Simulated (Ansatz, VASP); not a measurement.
One calculation of AgI, two programs

```
Ag I
1.0
     0.00000    3.17395    3.17395
     3.17395    0.00000    3.17395
     3.17395    3.17395    0.00000
Ag I
1 1
Direct
  0.00000 0.00000 0.00000
  0.75000 0.75000 0.75000
```

Alike in both runs: functional LDA; k mesh 14 × 14 × 14; occupations fermi-dirac, width 0.1 eV; no spin polarisation.

Ansatz relaxed the structure, and its values are those at the end. VASP's run is a single point on that final structure, the one shown.

```csv
,VASP,Ansatz
version,VASP 6.6.1,Ansatz 0.2.0
potentials or method,"VASP PAW LDA potentials, release 64 (Ag, I)","PAW with Ansatz's default frozen-core files, scalar-relativistic"
plane-wave cutoff (eV),500,420
valence electrons in the cell,18,36
```

```csv
,VASP,Ansatz,Ansatz less VASP
pressure (GPa),0.0,0.0,-0.02
```

LDA's correlation is that of Perdew and Zunger in VASP and of Perdew and Wang (1992) in Ansatz. VASP's potentials hold 18 valence electrons a cell and Ansatz's 36, so a difference there can come from the potentials and not from the codes.

Neither program's run includes spin-orbit coupling.
